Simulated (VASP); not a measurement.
# Si16Ge (a cell with a defect) in VASP: notebook

Si16Ge (a cell with a defect) is run at these levels: PBE+D3(BJ); tasks: single point.

Everything below comes from runs of VASP 6.6.1. Logs are shortened: lines on timing, memory, paths and dates and some standing lists are left out, and cuts for length are marked.

## Step 1: The cell of the first run

The cell holds a defect, 17 atoms: a = 7.679 Å, b = 7.679 Å, c = 7.679 Å, α = 60.00°, β = 60.00°, γ = 60.00°.

## Step 2: Single point, PBE+D3(BJ)

INCAR reads:

```
ALGO = Normal
EDIFF = 1E-6
ENCUT = 520
GGA = PE
ISIF = 2
ISMEAR = -1
IVDW = 12
LASPH = True
LCHARG = True
LELF = True
LREAL = Auto
LVHAR = True
LWAVE = False
NBANDS = 53
NELM = 80
PREC = Accurate
SIGMA = 0.05
```

KPOINTS reads:

```
k-points
0
Gamma
  2 2 2
```

POSCAR reads:

```
Si16Ge
1.0
    0.0000000000      5.4300000000      5.4300000000
    5.4300000000      0.0000000000      5.4300000000
    5.4300000000      5.4300000000      0.0000000000
Si Ge
16 1
Direct
   -0.0365193370     -0.0628729282      0.1034806630
    0.0933793738      0.1080386740      0.1586832413
   -0.0477808471      0.0209668508      0.5463075506
   -0.0058655617      0.1747790055      0.7349631676
    0.0066666667      0.4799631676     -0.0288213628
    0.2060036832      0.5516758748      0.0882504604
    0.0290331492      0.5170073665      0.4507642726
    0.0963351750      0.6523756906      0.6194106814
    0.4694659300     -0.0614732965      0.0427624309
    0.6060405157      0.0770349908      0.1360957643
    0.5209944751      0.0412523020      0.4917311234
    0.5961510129      0.1427440147      0.6845119705
    0.5827992634      0.4274953959     -0.0916390424
    0.6335082873      0.5742817680      0.0864180479
    0.4845395948      0.5120718232      0.4669889503
    0.6662983425      0.6486187845      0.5218600368
    0.2937292818      0.8230110497      0.7429926335
```

Potentials or basis: VASP PAW PBE potentials, release 64 (Si, Ge_d).

Launch:

```bash
> cat potpaw_PBE.64/Si/POTCAR potpaw_PBE.64/Ge_d/POTCAR > POTCAR
> mpirun -np 1 vasp_std > vasp.out
```

OUTCAR:

```text
EDIFF = 1E-6
   ENCUT = 520
   GGA = PE
   ISIF = 2
   ISMEAR = -1
   IVDW = 12
   LASPH = True
   LREAL = Auto
   NELM = 80
   PREC = Accurate
 IVDW          = 12

 ion  position               nearest neighbor table
   1  0.963  0.937  0.103-   2 2.28  10 2.32   4 2.45   6 2.62  17 2.84   7 2.98
   2  0.093  0.108  0.159-   1 2.28   5 2.37   9 2.38   3 2.45
   3  0.952  0.021  0.546-  12 2.24   8 2.33   2 2.45   4 2.48  17 3.02
   4  0.994  0.175  0.735-   1 2.45   7 2.47   3 2.48  17 2.52  13 2.79  10 3.11
   5  0.007  0.480  0.971-   8 2.24  14 2.36   2 2.37   6 2.48
   6  0.206  0.552  0.088-   7 2.35  13 2.40  17 2.43   5 2.48   1 2.62
   7  0.029  0.517  0.451-  16 2.30   6 2.35   8 2.36   4 2.47   1 2.98
   8  0.096  0.652  0.619-   5 2.24   3 2.33   7 2.36  15 2.44
   9  0.469  0.939  0.043-  10 2.32  14 2.34  12 2.35   2 2.38
  10  0.606  0.077  0.136-   9 2.32   1 2.32  13 2.34  11 2.37   4 3.11
  11  0.521  0.041  0.492-  12 2.36  10 2.37  17 2.43  16 2.57
  12  0.596  0.143  0.685-   3 2.24   9 2.35  11 2.36  15 2.41
  13  0.583  0.427  0.908-  10 2.34   6 2.40  14 2.41  16 2.50   4 2.79  17 2.83
  14  0.634  0.574  0.086-   9 2.34   5 2.36  13 2.41  15 2.43
  15  0.485  0.512  0.467-  16 2.39  12 2.41  14 2.43   8 2.44
  16  0.666  0.649  0.522-   7 2.30  15 2.39  13 2.50  17 2.54  11 2.57
  17  0.294  0.823  0.743-  11 2.43   6 2.43   4 2.52  16 2.54  13 2.83   1 2.84   3 3.02

  LATTYP: Found a face centered cubic cell.
 ALAT       =    10.8600000000

  Lattice vectors:

 A1 = (   0.0000000000,   5.4300000000,   5.4300000000)
 A2 = (   5.4300000000,   0.0000000000,   5.4300000000)
 A3 = (   5.4300000000,   5.4300000000,   0.0000000000)

Analysis of symmetry for initial positions (statically):
=====================================================================
 Subroutine PRICEL returns:
 Original cell was already a primitive cell.

 Routine SETGRP: Setting up the symmetry group for a
 face centered cubic supercell.

 Subroutine GETGRP returns: Found  1 space group operations
 (whereof  1 operations were pure point group operations)
 out of a pool of 48 trial point group operations.

The static configuration has the point symmetry C_1 .

Analysis of symmetry for dynamics (positions and initial velocities):
=====================================================================
 Subroutine PRICEL returns:
 Original cell was already a primitive cell.

 Routine SETGRP: Setting up the symmetry group for a
 face centered cubic supercell.

 Subroutine GETGRP returns: Found  1 space group operations
 (whereof  1 operations were pure point group operations)
 out of a pool of 48 trial point group operations.

The dynamic configuration has the point symmetry C_1 .

 Subroutine INISYM returns: Found  1 space group operations
 (whereof  1 operations are pure point group operations),
 and found     1 'primitive' translations

----------------------------------------------------------------------------------------

                                     Primitive cell

  volume of cell :     320.2060

  direct lattice vectors                    reciprocal lattice vectors
     0.000000000  5.430000000  5.430000000    -0.092081031  0.092081031  0.092081031
     5.430000000  0.000000000  5.430000000     0.092081031 -0.092081031  0.092081031
     5.430000000  5.430000000  0.000000000     0.092081031  0.092081031 -0.092081031

  length of vectors
     7.679179644  7.679179644  7.679179644     0.159489025  0.159489025  0.159489025

  position of ions in fractional coordinates (direct lattice)
     0.963480663  0.937127072  0.103480663
     0.093379374  0.108038674  0.158683241
     0.952219153  0.020966851  0.546307551
     0.994134438  0.174779005  0.734963168
     0.006666667  0.479963168  0.971178637
     0.206003683  0.551675875  0.088250460
[... 9 lines left out ...]
     0.666298342  0.648618785  0.521860037
     0.293729282  0.823011050  0.742992634

  ion indices of the primitive-cell ions
   primitive index   ion index
                 1           1
                 2           2
                 3           3
                 4           4
                 5           5
                 6           6
[... 9 lines left out ...]
                16          16
                17          17

----------------------------------------------------------------------------------------

 KPOINTS: k-points

Automatic generation of k-mesh.
 Grid dimensions read from file:
 generate k-points for:    2    2    2

 Generating k-lattice:

  Cartesian coordinates                     Fractional coordinates (reciprocal lattice)
    -0.046040516  0.046040516  0.046040516     0.500000000  0.000000000  0.000000000
     0.046040516 -0.046040516  0.046040516     0.000000000  0.500000000  0.000000000
     0.046040516  0.046040516 -0.046040516     0.000000000  0.000000000  0.500000000

  Length of vectors
     0.079744512  0.079744512  0.079744512

  Shift w.r.t. Gamma in fractional coordinates (k-lattice)
     0.000000000  0.000000000  0.000000000

 Subroutine IBZKPT returns following result:
 ===========================================

 Found      8 irreducible k-points:

 Following reciprocal coordinates:
            Coordinates               Weight
  0.000000  0.000000  0.000000      1.000000
  0.500000  0.000000  0.000000      1.000000
  0.000000  0.500000  0.000000      1.000000
  0.000000  0.000000  0.500000      1.000000
  0.500000  0.500000  0.500000      1.000000
  0.500000  0.500000  0.000000      1.000000
  0.000000  0.500000  0.500000      1.000000
  0.500000  0.000000  0.500000      1.000000
   k-points           NKPTS =      8   k-points in BZ     NKDIM =      8   number of bands    NBANDS=     53
   number of dos      NEDOS =    301   number of ions     NIONS =     17
   total plane-waves  NPLWV = 216000
   dimension x,y,z NGX =    60 NGY =   60 NGZ =   60
   dimension x,y,z NGXF=   120 NGYF=  120 NGZF=  120
   ions per type =              16   1
   NGX,Y,Z   is equivalent  to a cutoff of  12.99, 12.99, 12.99 a.u.
   NGXF,Y,Z  is equivalent  to a cutoff of  25.98, 25.98, 25.98 a.u.
 SYSTEM =  unknown system
   PREC   = accura    normal or accurate (medium, high low for compatibility)
   ISTART =      0    job   : 0-new  1-cont  2-samecut
   ICHARG =      2    charge: 1-file 2-atom 10-const
   ISPIN  =      1    spin polarized calculation?
   LNONCOLLINEAR =      F non collinear calculations
   LSORBIT =      F    spin-orbit coupling
   LASPH  =      T    aspherical Exc in radial PAW
   ENCUT  =  520.0 eV  38.22 Ry    6.18 a.u.  14.28 14.28 14.28*2*pi/ulx,y,z
   NELM   =     80;   NELMIN=  2; NELMDL= -5     # of ELM steps
   EDIFF  = 0.1E-05   stopping-criterion for ELM
   LREAL  =      T    real-space projection
   EDIFFG = 0.1E-04   stopping-criterion for IOM
   NSW    =      0    number of steps for IOM
   IBRION =     -1    ionic relax: 0-MD 1-quasi-New 2-CG
   NFREE  =      0    steps in history (QN), initial steepest desc. (CG)
   ISIF   =      2    stress and relaxation
   ISYM   =      2    0-nonsym 1-usesym 2-fastsym
   POTIM  = 0.5000    time-step for ionic-motion
   TEBEG  =    0.0;   TEEND  =   0.0 temperature during run
   PSTRESS=    0.0 pullay stress
   NELECT =      78.0000    total number of electrons
   NUPDOWN=      -1.0000    fix difference up-down
   EMIN   =  10.00;   EMAX   =-10.00  energy-range for DOS
   EFERMI =   0.00;   METHOD = LEGACY
   ISMEAR =    -1;   SIGMA  =   0.05  broadening in eV -4-tet -1-fermi 0-gaus
   EFERMI_NEDOS =   21; number of points for ismear=-14 and -15
   IALGO  =     38    algorithm
   IMIX   =      4    mixing-type and parameters
     AMIX     =   0.40;   BMIX     =  1.00
     AMIX_MAG =   1.60;   BMIX_MAG =  1.00
  volume/ion in A,a.u.               =      18.84       127.11
  Fermi-wavevector in a.u.,A,eV,Ry     =   1.022421  1.932096 14.222785  1.045345
  Thomas-Fermi vector in A             =   2.156100
   LORBIT       =      0    0 simple, 1 ext, 2 COOP (PROOUT), +10 PAW based schemes
   GGA     = PE    functional components
   LHFCALC =     F    Hartree Fock is set to
   AEXX    =    0.0000 exact exchange contribution
   IVDW    =    12    specifies the selected vdW correction
   LEPSILON=     F    determine dielectric tensor
   LRPA    =     F    only Hartree local field effects (RPA)
 non-spin polarized calculation
  energy-cutoff  :      520.00
  volume of cell :      320.21
 maximum number of plane-waves:      8646
 NGX is ok and might be reduce to    60
   NGX = 29   NGY = 29   NGZ = 29

 number of electron      77.9999999 magnetization

 Free energy of the ion-electron system (eV)
  ---------------------------------------------------
  ext. energy  EPLUGINS =         0.00000000
  ---------------------------------------------------
  free energy    TOTEN  =       -85.12356756 eV

  energy without entropy =      -85.08541141  energy(sigma->0) =      -85.10448949

 E-fermi :   6.7911     XC(G=0):  -9.8464

 val. band max:        6.6810503071   @ k =   0.0000   0.0000   0.0000
 cond. band min:       6.7975541161   @ k =   0.0000   0.0000   0.0000
 fundamental gap:      0.1165038090
 Fermi energy:         6.7911141420

 k-point     1 :       0.0000    0.0000    0.0000
  band No.  band energies     occupation
      1     -17.9888      2.00000
      2     -17.9793      2.00000
      3     -17.9464      2.00000
      4     -17.9419      2.00000
      5     -17.9127      2.00000
      6      -6.0834      2.00000
[... 43 lines left out ...]
     50       8.6974      0.00000
     51       8.9103      0.00000

 k-point     2 :       0.5000    0.0000    0.0000
  band No.  band energies     occupation
      1     -17.9888      2.00000
      2     -17.9793      2.00000
      3     -17.9464      2.00000
      4     -17.9419      2.00000
      5     -17.9127      2.00000
      6      -5.3465      2.00000
[... 316 lines left out ...]
 k-point     8 :       0.5000    0.0000    0.5000
  band No.  band energies     occupation
      1     -17.9888      2.00000
      2     -17.9793      2.00000
      3     -17.9464      2.00000
      4     -17.9419      2.00000
      5     -17.9127      2.00000
      6      -5.2426      2.00000
[... 43 lines left out ...]
     50      10.2747      0.00000
     51      10.4508      0.00000
 [bands above 51 left out]

------------------------ aborting loop because EDIFF is reached ----------------------------------------

 Edisp (eV)   -5.65956

 E8    (eV) :    -2.3481

  FORCE on cell =-STRESS in cart. coord.  units (eV):
  Direction    XX          YY          ZZ          XY          YZ          ZX
  --------------------------------------------------------------------------------------
  -------------------------------------------------------------------------------------
  Total      -5.35328     0.40680     2.97894    -2.28317     1.06444    -1.58781
  in kB     -26.78560     2.03547    14.90536   -11.42402     5.32602    -7.94472
  external pressure =       -3.28 kB  Pullay stress =        0.00 kB

 VOLUME and BASIS-vectors are now :
 -----------------------------------------------------------------------------
  energy-cutoff  :      520.00
  volume of cell :      320.21
      direct lattice vectors                 reciprocal lattice vectors
     0.000000000  5.430000000  5.430000000    -0.092081031  0.092081031  0.092081031
     5.430000000  0.000000000  5.430000000     0.092081031 -0.092081031  0.092081031
     5.430000000  5.430000000  0.000000000     0.092081031  0.092081031 -0.092081031

 POSITION                                       TOTAL-FORCE (eV/Angst)
 -----------------------------------------------------------------------------------
      5.65050      5.79360     10.32030        -1.059095     -0.042794     -0.677042
      1.44830      1.36870      1.09370         0.691880      0.563488      0.429953
      3.08030      8.13700      5.28440        -0.480798      0.511794      1.149837
      4.93990      9.38900      6.34720        -0.224219     -0.639912      0.221255
      7.87970      5.30970      2.64240         0.855563      1.403463     -0.500261
      3.47480      1.59780      4.11420         0.473693     -0.779204     -0.793287
[... 9 lines left out ...]
      6.35570      6.45170      7.14000         0.516664     -0.167797     -0.095965
      8.50340      5.62940      6.06390         0.524188     -0.863748      0.052355
 -----------------------------------------------------------------------------------
    total drift:                                0.002897     -0.002942     -0.001853

  FREE ENERGIE OF THE ION-ELECTRON SYSTEM (eV)
  ---------------------------------------------------
  free  energy   TOTEN  =       -90.7831303024 eV

  energy  without entropy=      -90.7449741541  energy(sigma->0) =      -90.76405223
```

It took 8.9 min on 1 thread of Intel Xeon Platinum 8259CL at 2.50GHz (Skylake/Cascade Lake), shared host; peak memory 0.49 GiB.

What came out:

| Item | Value |
| --- | --- |
| Free energy | -90.7831 eV |
| Pressure | -0.3 GPa |
| Largest force | 1.718 eV/Å |
| Band gap on the k mesh | zero (band 39 reaches 7.29 eV, above the bottom of band 40 at 6.68 eV) |
| Dispersion energy per atom | -0.333 eV |

Forces in eV/Å, atoms in the order of the input:
```
Si  -1.059 -0.043 -0.677
Si   0.692  0.563  0.430
Si  -0.481  0.512  1.150
Si  -0.224 -0.640  0.221
Si   0.856  1.403 -0.500
Si   0.474 -0.779 -0.793
Si  -0.266  0.684 -0.182
Si  -1.361 -0.130  1.028
Si   0.047 -0.495  0.122
Si   0.636  0.865 -0.235
Si  -0.587 -0.305 -0.485
Si   0.104 -1.285 -0.207
Si  -0.084  0.199  0.640
Si   0.192  0.388 -0.224
Si   0.021  0.093 -0.245
Si   0.517 -0.168 -0.096
Ge   0.524 -0.864  0.052
```

Caveat: the k points lie up to 0.50 Å⁻¹ apart.

[end of part 1 of 2]
